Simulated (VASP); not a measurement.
# Mn3Cu (P-6m2) in VASP: single point with PBE

Aim: the single point of Mn3Cu with PBE.

All numbers are computed with VASP 6.6.1; they aren't measurements. Logs are shortened: lines on timing, memory, paths and dates and some standing lists are left out, and cuts for length are marked.

**1. The cell of the first run**

The structure is hexagonal, space group P-6m2 (No. 187). The conventional cell has a = 2.658 Å, b = 2.658 Å, c = 8.423 Å, α = 90.00°, β = 90.00°, γ = 120.00°. Mn (site symmetry -6m2) has 12 Mn at 2.61 to 2.66 Å within 3.4 Å. Mn (site symmetry 3m) has 9 Mn at 2.61 to 2.66 Å and 3 Cu at 2.61 Å within 3.4 Å. Cu (site symmetry -6m2) has 6 Mn at 2.61 Å and 6 Cu at 2.66 Å within 3.4 Å.

**2. Single point, PBE, collinear spin, ferrimagnetic start**

INCAR

```
SYSTEM = Mn3Cu
ALGO = Normal
EDIFF = 1E-6
ENCUT = 520
GGA = PE
ISIF = 2
ISMEAR = 0
ISPIN = 2
LASPH = .True.
LCHARG = .False.
LMAXMIX = 4
LORBIT = 11
LREAL = .False.
LWAVE = .False.
MAGMOM = 4 -4 4 0
NBANDS = 37
NELM = 150
PREC = Accurate
SIGMA = 0.1
```

KPOINTS

```
k-points
0
Gamma
  6 6 2
  0 0 0
```

POSCAR

```
Mn3Cu
1.0
    2.6576744900      0.0000000000      0.0000000000
   -1.3288372400      2.3016136200      0.0000000000
    0.0000000000      0.0000000000      8.4225316800
Mn Cu
3 1
Direct
    0.3333333300      0.6666666700      0.5000000000
    0.6666666700      0.3333333300      0.2500000000
    0.6666666700      0.3333333300      0.7500000000
    0.3333333300      0.6666666700      0.0000000000
```

Potentials or basis: VASP PAW PBE potentials, release 64 (Mn_pv, Cu).

On the command line:

```sh
$ cat potpaw_PBE.64/Mn_pv/POTCAR potpaw_PBE.64/Cu/POTCAR > POTCAR
$ mpirun -np 1 vasp_std > vasp.out
```

OUTCAR:

```text
SYSTEM = Mn3Cu
   EDIFF = 1E-6
   ENCUT = 520
   GGA = PE
   ISIF = 2
   ISMEAR = 0
   ISPIN = 2
   LASPH = .True.
   LORBIT = 11
   LREAL = .False.
   NELM = 150
   PREC = Accurate

 ion  position               nearest neighbor table
   1  0.333  0.667  0.500-   2 2.61   3 2.61   2 2.61   3 2.61   2 2.61   3 2.61
   2  0.667  0.333  0.250-   1 2.61   4 2.61   1 2.61   4 2.61   1 2.61   4 2.61
   3  0.667  0.333  0.750-   1 2.61   4 2.61   1 2.61   4 2.61   1 2.61   4 2.61
   4  0.333  0.667  0.000-   2 2.61   3 2.61   2 2.61   3 2.61   2 2.61   3 2.61

  LATTYP: Found a hexagonal cell.
 ALAT       =     2.6576744900
 C/A-ratio  =     3.1691359163

  Lattice vectors:

 A1 = (   2.6576744900,   0.0000000000,   0.0000000000)
 A2 = (  -1.3288372400,   2.3016136200,   0.0000000000)
 A3 = (   0.0000000000,   0.0000000000,   8.4225316800)

Analysis of symmetry for initial positions (statically):
=====================================================================
 Subroutine PRICEL returns:
 Original cell was already a primitive cell.

 Routine SETGRP: Setting up the symmetry group for a
 hexagonal supercell.

 Subroutine GETGRP returns: Found 12 space group operations
 (whereof 12 operations were pure point group operations)
 out of a pool of 24 trial point group operations.

The static configuration has the point symmetry D_3h.

Analysis of symmetry for dynamics (positions and initial velocities):
=====================================================================
 Subroutine PRICEL returns:
 Original cell was already a primitive cell.

 Routine SETGRP: Setting up the symmetry group for a
 hexagonal supercell.

 Subroutine GETGRP returns: Found 12 space group operations
 (whereof 12 operations were pure point group operations)
 out of a pool of 24 trial point group operations.

The dynamic configuration has the point symmetry D_3h.

Analysis of structural, dynamic, and magnetic symmetry:
=====================================================================
 Subroutine PRICEL returns:
 Original cell was already a primitive cell.

 Routine SETGRP: Setting up the symmetry group for a
 hexagonal supercell.

 Subroutine GETGRP returns: Found  6 space group operations
 (whereof  6 operations were pure point group operations)
 out of a pool of 24 trial point group operations.

The overall configuration has the point symmetry C_3v.

[... 116 lines left out ...]
   GGA     = PE    functional components
   LHFCALC =     F    Hartree Fock is set to
   AEXX    =    0.0000 exact exchange contribution
   IVDW    =     0    specifies the selected vdW correction
   LEPSILON=     F    determine dielectric tensor
   LRPA    =     F    only Hartree local field effects (RPA)
 spin polarized calculation
 Gauss-broadening in eV      SIGMA  =   0.10
  energy-cutoff  :      520.00
  volume of cell :       51.52
 maximum number of plane-waves:      1422
 NGX is ok and might be reduce to    20
   NGX =  9   NGY =  9   NGZ = 31

 number of electron      50.0000009 magnetization       3.4940965

 Free energy of the ion-electron system (eV)
  ---------------------------------------------------
  ext. energy  EPLUGINS =         0.00000000
  ---------------------------------------------------
  free energy    TOTEN  =       -29.54891657 eV

  energy without entropy =      -29.52936971  energy(sigma->0) =      -29.53914314

 E-fermi :   8.0858     XC(G=0): -12.7144

 val. band max:        8.0832684015   @ k =   0.1667   0.1667   0.5000
 cond. band min:       8.0893142522   @ k =   0.5000  -0.0000   0.5000
 fundamental gap:      0.0060458507
 Fermi energy:         8.0858218464

 spin component 1

 k-point     1 :       0.0000    0.0000    0.0000
  band No.  band energies     occupation
      1     -41.2421      1.00000
      2     -41.0200      1.00000
      3     -40.9578      1.00000
      4     -40.9578      1.00000
      5     -40.8705      1.00000
      6     -40.8705      1.00000
[... 549 lines left out ...]
     36      17.0578      0.00000
     37      17.2744      0.00000
 Fermi energy:         8.0858218464

 spin component 2

 k-point     1 :       0.0000    0.0000    0.0000
  band No.  band energies     occupation
      1     -40.9304      1.00000
      2     -40.6585      1.00000
      3     -40.6585      1.00000
      4     -38.2680      1.00000
      5     -38.0272      1.00000
      6     -38.0272      1.00000
[... 549 lines left out ...]
     36      17.5244      0.00000
     37      17.5517      0.00000

------------------------ aborting loop because EDIFF is reached ----------------------------------------

  FORCE on cell =-STRESS in cart. coord.  units (eV):
  Direction    XX          YY          ZZ          XY          YZ          ZX
  --------------------------------------------------------------------------------------
  -------------------------------------------------------------------------------------
  Total       -1.0195574     -1.0195574     -0.5495896     -0.0000000      0.0000000      0.0000000
  in kB      -31.7062868    -31.7062867    -17.0911870     -0.0000001      0.0000000      0.0000000
  external PRESSURE =     -26.8345868 kB  Pullay stress =       0.0000000 kB

 VOLUME and BASIS-vectors are now :
 -----------------------------------------------------------------------------
  energy-cutoff  :      520.00
  volume of cell :       51.52
      direct lattice vectors                 reciprocal lattice vectors
     2.657674490  0.000000000  0.000000000     0.376268803  0.217238894  0.000000000
    -1.328837240  2.301613620  0.000000000     0.000000000  0.434477790  0.000000000
     0.000000000  0.000000000  8.422531680     0.000000000  0.000000000  0.118729147

 POSITION                                       TOTAL-FORCE (eV/Angst)
 -----------------------------------------------------------------------------------
     -0.00000      1.53441      4.21127         0.000000     -0.000000     -0.779086
      1.32884      0.76720      2.10563        -0.000000      0.000000      0.704187
      1.32884      0.76720      6.31690         0.000000      0.000000     -0.055752
     -0.00000      1.53441      0.00000        -0.000000      0.000000      0.130651
 -----------------------------------------------------------------------------------
    total drift:                               -0.000005      0.000003      0.000027

  FREE ENERGIE OF THE ION-ELECTRON SYSTEM (eV)
  ---------------------------------------------------
  free  energy   TOTEN  =       -29.5489165739 eV

  energy  without entropy=      -29.5293697137  energy(sigma->0) =      -29.53914314

 total charge

# of ion       s       p       d       tot
------------------------------------------
    1        0.369   6.294   5.036  11.698
    2        0.358   6.265   5.050  11.673
    3        0.361   6.276   5.031  11.668
    4        0.468   0.385   9.133   9.986
--------------------------------------------------
tot          1.556  19.220  24.249  45.025

 magnetization (x)

# of ion       s       p       d       tot
------------------------------------------
    1        0.009   0.020   2.645   2.674
    2       -0.016  -0.013  -2.443  -2.472
    3        0.005   0.015   3.093   3.113
    4       -0.001   0.013   0.038   0.050
--------------------------------------------------
tot         -0.003   0.035   3.333   3.365
```

It took 80 s on 1 thread of AMD EPYC 7R43 (Zen 3), shared host; peak memory 0.16 GiB.

What came out:

* Free energy: -29.5489 eV
* Pressure: -2.7 GPa
* Largest force: 0.779 eV/Å
* Net moment: 3.49 μB per cell
* Site moments: Mn +2.67, -2.47, +3.11; Cu +0.05 μB
* Valence electrons inside the program's atomic spheres: Mn 11.70, 11.67; Cu 9.99

Forces in eV/Å, atoms in the order of the input:
```
Mn   0.000  0.000 -0.779
Mn   0.000  0.000  0.704
Mn   0.000  0.000 -0.056
Cu   0.000  0.000  0.131
```

Stress tensor (GPa, compression positive):
```
-3.17  0.00  0.00
 0.00 -3.17  0.00
 0.00  0.00 -1.71
```

Caveat: the k points lie up to 0.45 Å⁻¹ apart.
